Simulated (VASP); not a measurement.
# SrCl2 (Fm-3m) in VASP: a series of runs

SrCl2 is run at these levels: LDA, PBE; tasks: single point.

Everything below comes from runs of VASP 6.6.1. Logs are shortened: lines on timing, memory, paths and dates and some standing lists are left out, and cuts for length are marked.

### 1 The cell of the first run

Symmetry: Fm-3m, No. 225, cubic system. The conventional cell has a = 7.069 Å, b = 7.069 Å, c = 7.069 Å, α = 90.00°, β = 90.00°, γ = 90.00°. Within 4.0 Å of Sr (site symmetry m-3m) lie 8 Cl at 3.06 Å. Cl (site symmetry -43m) has 4 Sr at 3.06 Å and 6 Cl at 3.53 Å within 4.0 Å.

### 2 Single point, LDA

Input file INCAR:

```
PREC     = Accurate       # precision mode
ENCUT    = 520            # plane-wave cutoff, eV
EDIFF    = 1E-6           # SCF threshold, eV
ISMEAR   = -1             # smearing method
SIGMA    = 0.05           # smearing width, eV
LREAL    = F              # projectors in reciprocal space
LASPH    = T              # aspherical terms in the spheres
NELM     = 80             # most SCF steps
ALGO     = Normal         # electronic algorithm
ISIF     = 2              # what is computed and relaxed
LWAVE    = F              # write WAVECAR
LCHARG   = T              # write CHGCAR
GGA      = CA             # functional
LELF     = T              # ELF
LVHAR    = T            
NBANDS   = 19             # bands
```

Input file KPOINTS:

```
regular mesh
0
Gamma
  6 6 6
```

Input file POSCAR:

```
SrCl2
1.0
    0.0000000000      3.5342546063      3.5342546063
    3.5342546063      0.0000000000      3.5342546063
    3.5342546063      3.5342546063      0.0000000000
Sr Cl
1 2
Direct
    0.0000000000      0.0000000000      0.0000000000
    0.7500000000      0.7500000000      0.7500000000
    0.2500000000      0.2500000000      0.2500000000
```

Potentials or basis: VASP PAW LDA potentials, release 64 (Sr_sv, Cl).

Command:

```
> cat potpaw_LDA.64/Sr_sv/POTCAR potpaw_LDA.64/Cl/POTCAR > POTCAR
> mpirun -np 1 vasp_std > vasp.out
```

OUTCAR:

```text
PREC = Accurate
   ENCUT = 520
   EDIFF = 1E-6
   ISMEAR = -1
   LREAL = F
   LASPH = T
   NELM = 80
   ISIF = 2
   GGA = CA

 ion  position               nearest neighbor table
   1  0.000  0.000  0.000-   2 3.06   2 3.06   2 3.06   2 3.06   3 3.06   3 3.06   3 3.06   3 3.06

   2  0.750  0.750  0.750-   1 3.06   1 3.06   1 3.06   1 3.06
   3  0.250  0.250  0.250-   1 3.06   1 3.06   1 3.06   1 3.06

  LATTYP: Found a face centered cubic cell.
 ALAT       =     7.0685092126

  Lattice vectors:

 A1 = (   0.0000000000,   3.5342546063,   3.5342546063)
 A2 = (   3.5342546063,   0.0000000000,   3.5342546063)
 A3 = (   3.5342546063,   3.5342546063,   0.0000000000)

Analysis of symmetry for initial positions (statically):
=====================================================================
 Subroutine PRICEL returns:
 Original cell was already a primitive cell.

 Routine SETGRP: Setting up the symmetry group for a
 face centered cubic supercell.

 Subroutine GETGRP returns: Found 48 space group operations
 (whereof 48 operations were pure point group operations)
 out of a pool of 48 trial point group operations.

The static configuration has the point symmetry O_h .

Analysis of symmetry for dynamics (positions and initial velocities):
=====================================================================
 Subroutine PRICEL returns:
 Original cell was already a primitive cell.

 Routine SETGRP: Setting up the symmetry group for a
 face centered cubic supercell.

 Subroutine GETGRP returns: Found 48 space group operations
 (whereof 48 operations were pure point group operations)
 out of a pool of 48 trial point group operations.

The dynamic configuration has the point symmetry O_h .

 Subroutine INISYM returns: Found 48 space group operations
 (whereof 48 operations are pure point group operations),
 and found     1 'primitive' translations

----------------------------------------------------------------------------------------

                                     Primitive cell

  volume of cell :      88.2924

  direct lattice vectors                    reciprocal lattice vectors
     0.000000000  3.534254606  3.534254606    -0.141472547  0.141472547  0.141472547
     3.534254606  0.000000000  3.534254606     0.141472547 -0.141472547  0.141472547
     3.534254606  3.534254606  0.000000000     0.141472547  0.141472547 -0.141472547

  length of vectors
[... 74 lines left out ...]
   NELM   =     80;   NELMIN=  2; NELMDL= -5     # of ELM steps
   EDIFF  = 0.1E-05   stopping-criterion for ELM
   LREAL  =      F    real-space projection
   EDIFFG = 0.1E-04   stopping-criterion for IOM
   NSW    =      0    number of steps for IOM
   IBRION =     -1    ionic relax: 0-MD 1-quasi-New 2-CG
   NFREE  =      0    steps in history (QN), initial steepest desc. (CG)
   ISIF   =      2    stress and relaxation
   ISYM   =      2    0-nonsym 1-usesym 2-fastsym
   POTIM  = 0.5000    time-step for ionic-motion
   TEBEG  =    0.0;   TEEND  =   0.0 temperature during run
   PSTRESS=    0.0 pullay stress
   NELECT =      24.0000    total number of electrons
   NUPDOWN=      -1.0000    fix difference up-down
   EMIN   =  10.00;   EMAX   =-10.00  energy-range for DOS
   EFERMI =   0.00;   METHOD = LEGACY
   ISMEAR =    -1;   SIGMA  =   0.05  broadening in eV -4-tet -1-fermi 0-gaus
   EFERMI_NEDOS =   21; number of points for ismear=-14 and -15
   IALGO  =     38    algorithm
   IMIX   =      4    mixing-type and parameters
     AMIX     =   0.40;   BMIX     =  1.00
     AMIX_MAG =   1.60;   BMIX_MAG =  1.00
  volume/ion in A,a.u.               =      29.43       198.61
  Fermi-wavevector in a.u.,A,eV,Ry     =   1.060484  2.004024 15.301467  1.124626
  Thomas-Fermi vector in A             =   2.195867
   LORBIT       =      0    0 simple, 1 ext, 2 COOP (PROOUT), +10 PAW based schemes
   GGA     = CA    functional components
   LHFCALC =     F    Hartree Fock is set to
   AEXX    =    0.0000 exact exchange contribution
   IVDW    =     0    specifies the selected vdW correction
   LEPSILON=     F    determine dielectric tensor
   LRPA    =     F    only Hartree local field effects (RPA)
 non-spin polarized calculation
  energy-cutoff  :      520.00
  volume of cell :       88.29
 maximum number of plane-waves:      2421
 NGX is ok and might be reduce to    40
   NGX = 19   NGY = 19   NGZ = 19

 number of electron      23.9999996 magnetization

 Free energy of the ion-electron system (eV)
  ---------------------------------------------------
  ext. energy  EPLUGINS =         0.00000000
  ---------------------------------------------------
  free energy    TOTEN  =       -13.95659809 eV

  energy without entropy =      -13.95659809  energy(sigma->0) =      -13.95659809

 E-fermi :   0.7497     XC(G=0):  -8.6346

 val. band max:       -0.2936669906   @ k =   0.5000   0.5000   0.0000
 cond. band min:       4.4475633994   @ k =   0.0000   0.0000   0.0000
 fundamental gap:      4.7412303900
 Fermi energy:         0.7496883155

 k-point     1 :       0.0000    0.0000    0.0000
  band No.  band energies     occupation
      1     -33.1144      2.00000
      2     -15.1975      2.00000
      3     -15.1975      2.00000
      4     -15.1975      2.00000
      5     -13.4102      2.00000
      6     -12.6065      2.00000
[... 329 lines left out ...]
      6     -12.7720      2.00000
[... 11 lines left out ...]
     18       8.6448      0.00000
     19       9.1930      0.00000

------------------------ aborting loop because EDIFF is reached ----------------------------------------

  FORCE on cell =-STRESS in cart. coord.  units (eV):
  Direction    XX          YY          ZZ          XY          YZ          ZX
  --------------------------------------------------------------------------------------
  -------------------------------------------------------------------------------------
  Total       -2.1160105     -2.1160105     -2.1160105     -0.0000000      0.0000000     -0.0000000
  in kB      -38.3976738    -38.3976738    -38.3976738     -0.0000000      0.0000000     -0.0000000
  external PRESSURE =     -38.3976738 kB  Pullay stress =       0.0000000 kB

 VOLUME and BASIS-vectors are now :
 -----------------------------------------------------------------------------
  energy-cutoff  :      520.00
  volume of cell :       88.29
      direct lattice vectors                 reciprocal lattice vectors
     0.000000000  3.534254606  3.534254606    -0.141472547  0.141472547  0.141472547
     3.534254606  0.000000000  3.534254606     0.141472547 -0.141472547  0.141472547
     3.534254606  3.534254606  0.000000000     0.141472547  0.141472547 -0.141472547

 POSITION                                       TOTAL-FORCE (eV/Angst)
 -----------------------------------------------------------------------------------
      0.00000      0.00000      0.00000         0.000000      0.000000     -0.000000
      5.30138      5.30138      5.30138        -0.000000     -0.000000     -0.000000
      1.76713      1.76713      1.76713         0.000000      0.000000      0.000000
 -----------------------------------------------------------------------------------
    total drift:                               -0.000000     -0.000000      0.000000

  FREE ENERGIE OF THE ION-ELECTRON SYSTEM (eV)
  ---------------------------------------------------
  free  energy   TOTEN  =       -13.9565980942 eV

  energy  without entropy=      -13.9565980941  energy(sigma->0) =      -13.95659809
```

stdout:

```text
POSCAR found type information on POSCAR SrCl
 POSCAR found :  2 types and       3 ions
 scaLAPACK will be used
 LDA part: xc-table for (Slater(with rela. corr.)+CA(PZ))
 , standard interpolation
 POSCAR, INCAR and KPOINTS ok, starting setup
 FFT: planning ... GRIDC
 FFT: planning ... GRID_SOFT
 FFT: planning ... GRID
 WAVECAR not read
 entering main loop
```

Wall time 36 s (1 thread of Intel Xeon 6975P-C, shared host); peak memory 0.2 GiB.

What came out:

| Property | Result |
| --- | --- |
| Free energy | -13.9566 eV |
| Pressure | -3.8 GPa |
| Band gap on the k mesh | 4.74 eV, indirect (least direct gap 5.07 eV) |

Levels at points of the mesh, in eV from the valence-band top:
```
           k point  band 8  band 9  band 10  band 11  band 12  band 13  band 14  band 15  band 16  band 17
(0.00, 0.00, 0.00)   -2.06   -2.06    -0.33    -0.33    -0.33     4.74     5.83     5.83     8.63     8.63
(0.50, 0.00, 0.00)   -1.52   -1.50    -1.30    -1.03    -1.03     6.41     6.41     7.15     7.39     8.15
(0.50, 0.50, 0.00)   -1.84   -1.84    -0.39    -0.39     0.00     5.17     6.70     7.26     7.72     7.72
```

### 3 Single point, LDA

This run uses another cell than the first one, of 30.00 Å³/atom, 1.019 times its volume.

Input file INCAR:

```
PREC = Accurate ; ENCUT = 520
EDIFF = 1E-7 ; ISMEAR = -1
SIGMA = 0.05 ; LREAL = False
LASPH = True ; NELM = 60
ALGO = Normal ; ISIF = 2
LWAVE = False ; LCHARG = False
GGA = CA ; NBANDS = 19
```

KPOINTS is that of step 2.

Input file POSCAR:

```
SrCl2
1.0
    0.0000000000      3.5567663891      3.5567663891
    3.5567663891      0.0000000000      3.5567663891
    3.5567663891      3.5567663891      0.0000000000
Sr Cl
1 2
Direct
    0.0000000000      0.0000000000      0.0000000000
    0.7500000000      0.7500000000      0.7500000000
    0.2500000000      0.2500000000      0.2500000000
```

Potentials or basis: VASP PAW LDA potentials, release 64 (Sr_sv, Cl).

Command:

```
> cat potpaw_LDA.64/Sr_sv/POTCAR potpaw_LDA.64/Cl/POTCAR > POTCAR
> mpirun -np 1 vasp_std > vasp.out
```

Run time: 32 s. Hardware: 1 thread of Intel Xeon 6975P-C, shared host; peak memory 0.2 GiB.

Results (log left out):

```
Free energy            : -13.9140 eV
Pressure               : -4.3 GPa
Band gap on the k mesh : 4.67 eV, indirect (least direct gap 5.00 eV)
```

Levels at points of the mesh, in eV from the valence-band top:
```csv
k point,band 9,band 10,band 11,band 12,band 13,band 14,band 15,band 16
"(0.00, 0.00, 0.00)",-2.00,-0.33,-0.33,-0.33,4.67,5.83,5.83,8.60
"(0.50, 0.00, 0.00)",-1.46,-1.27,-1.00,-1.00,6.39,6.39,7.08,7.36
"(0.50, 0.50, 0.00)",-1.80,-0.38,-0.38,0.00,5.18,6.65,7.21,7.66
```

A k mesh can miss the band edges. As with any semilocal functional, this LDA gap is likely too small.

### 4 Single point, PBE

This run uses another cell than the first one, of 28.30 Å³/atom, 0.962 times its volume.

Input file INCAR:

```
  PREC = Accurate
  ENCUT = 520
  EDIFF = 1E-7
  ISMEAR = -1
  SIGMA = 0.05
  LREAL = F
  LASPH = T
  NELM = 80
  ALGO = Normal
  ISIF = 2
  LWAVE = F
  LCHARG = F
  GGA = PE
  NBANDS = 19
```

Input file KPOINTS:

```
regular mesh
0
Gamma
  4 4 4
```

Input file POSCAR:

```
SrCl2
1.0
    0.0000000000      3.4883500000      3.4883500000
    3.4883500000      0.0000000000      3.4883500000
    3.4883500000      3.4883500000      0.0000000000
Sr Cl
1 2
Direct
    0.0000000000      0.0000000000      0.0000000000
    0.7500000000      0.7500000000      0.7500000000
    0.2500000000      0.2500000000      0.2500000000
```

Potentials or basis: VASP PAW PBE potentials, release 64 (Sr_sv, Cl).

Command:

```
> cat potpaw_PBE.64/Sr_sv/POTCAR potpaw_PBE.64/Cl/POTCAR > POTCAR
> mpirun -np 1 vasp_std > vasp.out
```

It took 13 s on 1 thread of AMD EPYC 9R14 (Zen 4), shared host; peak memory 0.2 GiB.

The run converged. Its results:

```yaml
Free_energy: -12.7823 eV
Pressure: 1.1 GPa
Band_gap_on_the_k_mesh: 5.34 eV, indirect (least direct gap 5.51 eV)
```

Levels at points of the mesh, in eV from the valence-band top:
| k point | band 9 | band 10 | band 11 | band 12 | band 13 | band 14 | band 15 | band 16 |
| --- | --- | --- | --- | --- | --- | --- | --- | --- |
| (0.00, 0.00, 0.00) | -2.13 | -0.34 | -0.34 | -0.34 | 5.34 | 6.10 | 6.10 | 9.04 |
| (0.50, 0.00, 0.00) | -1.50 | -1.32 | -1.05 | -1.05 | 6.71 | 6.71 | 7.51 | 7.87 |
| (0.50, 0.50, 0.00) | -1.88 | -0.40 | -0.40 | 0.00 | 5.51 | 7.04 | 7.60 | 8.01 |

A k mesh can miss the band edges. PBE gaps usually lie below the measured ones, often by a third to a half.

### 5 Single point, PBE

This run uses another cell than the first one, of 28.30 Å³/atom, 0.962 times its volume.

Input file INCAR:

```
SYSTEM = SrCl2
PREC = Accurate
ENCUT = 520
EDIFF = 1E-6
ISMEAR = -1
SIGMA = 0.05
LREAL = .FALSE.
LASPH = .TRUE.
NELM = 100
ALGO = Normal
ISIF = 2
LWAVE = .FALSE.
LCHARG = .TRUE.
GGA = PE
LELF = .TRUE.
LVHAR = .TRUE.
NBANDS = 19
```

Input file KPOINTS:

```
Automatic mesh
0
G
  4 4 4
  0 0 0
```

POSCAR is that of step 4.

Potentials or basis: VASP PAW PBE potentials, release 64 (Sr_sv, Cl).

Command:

```
> cat potpaw_PBE.64/Sr_sv/POTCAR potpaw_PBE.64/Cl/POTCAR > POTCAR
> mpirun -np 1 vasp_std > vasp.out
```

OUTCAR:

```text
SYSTEM = SrCl2
   PREC = Accurate
   ENCUT = 520
   EDIFF = 1E-6
   ISMEAR = -1
   LREAL = .FALSE.
   LASPH = .TRUE.
   NELM = 100
   ISIF = 2
   GGA = PE

 ion  position               nearest neighbor table
   1  0.000  0.000  0.000-   2 3.02   2 3.02   2 3.02   2 3.02   3 3.02   3 3.02   3 3.02   3 3.02

   2  0.750  0.750  0.750-   1 3.02   1 3.02   1 3.02   1 3.02
   3  0.250  0.250  0.250-   1 3.02   1 3.02   1 3.02   1 3.02

  LATTYP: Found a face centered cubic cell.
 ALAT       =     6.9767000000
[... 350 lines left out ...]

  FORCE on cell =-STRESS in cart. coord.  units (eV):
  Direction    XX          YY          ZZ          XY          YZ          ZX
  --------------------------------------------------------------------------------------
  -------------------------------------------------------------------------------------
  Total        0.5710664      0.5710664      0.5710664      0.0000000      0.0000000     -0.0000000
  in kB       10.7772267     10.7772267     10.7772267      0.0000000      0.0000000     -0.0000000
  external PRESSURE =      10.7772267 kB  Pullay stress =       0.0000000 kB

 VOLUME and BASIS-vectors are now :
 -----------------------------------------------------------------------------
  energy-cutoff  :      520.00
  volume of cell :       84.90
      direct lattice vectors                 reciprocal lattice vectors
     0.000000000  3.488350000  3.488350000    -0.143334241  0.143334241  0.143334241
     3.488350000  0.000000000  3.488350000     0.143334241 -0.143334241  0.143334241
     3.488350000  3.488350000  0.000000000     0.143334241  0.143334241 -0.143334241

 POSITION                                       TOTAL-FORCE (eV/Angst)
 -----------------------------------------------------------------------------------
      0.00000      0.00000      0.00000        -0.000000      0.000000     -0.000000
      5.23252      5.23252      5.23252         0.000000      0.000000     -0.000000
      1.74418      1.74418      1.74418        -0.000000     -0.000000      0.000000
 -----------------------------------------------------------------------------------
    total drift:                               -0.000000     -0.000000      0.000000

  FREE ENERGIE OF THE ION-ELECTRON SYSTEM (eV)
  ---------------------------------------------------
  free  energy   TOTEN  =       -12.7823178710 eV

  energy  without entropy=      -12.7823178710  energy(sigma->0) =      -12.78231787
```

stdout:

```text
POSCAR found type information on POSCAR SrCl
 POSCAR found :  2 types and       3 ions
 scaLAPACK will be used
 LDA part: xc-table for (Slater+PW92), standard interpolation
 POSCAR, INCAR and KPOINTS ok, starting setup
 FFT: planning ... GRIDC
 FFT: planning ... GRID_SOFT
 FFT: planning ... GRID
 WAVECAR not read
 entering main loop
```

Run time: 15 s. Hardware: 1 thread of AMD EPYC 9R14 (Zen 4), shared host; peak memory 0.2 GiB.

Results:

```
Free energy            : -12.7823 eV
Pressure               : 1.1 GPa
Band gap on the k mesh : 5.34 eV, indirect (least direct gap 5.51 eV)
```

### 6 Overview

```csv
level,potentials or basis,cell,k mesh,gap on the mesh (eV),pressure (GPa)
LDA,"VASP PAW LDA potentials, release 64 (Sr_sv, Cl)","a = 4.998 Å, angles 60.0°, 3 atoms",6 × 6 × 6,4.74,-3.8
LDA,"VASP PAW LDA potentials, release 64 (Sr_sv, Cl)","a = 5.030 Å, angles 60.0°, 3 atoms",6 × 6 × 6,4.67,-4.3
PBE,"VASP PAW PBE potentials, release 64 (Sr_sv, Cl)","a = 4.933 Å, angles 60.0°, 3 atoms",4 × 4 × 4,5.34,1.1
```

Alike in all rows: task single point; no spin polarisation; cutoff (eV) 520; smearing fermi-dirac 0.05 eV.

Absolute energies hang on the potentials; compare differences alone.
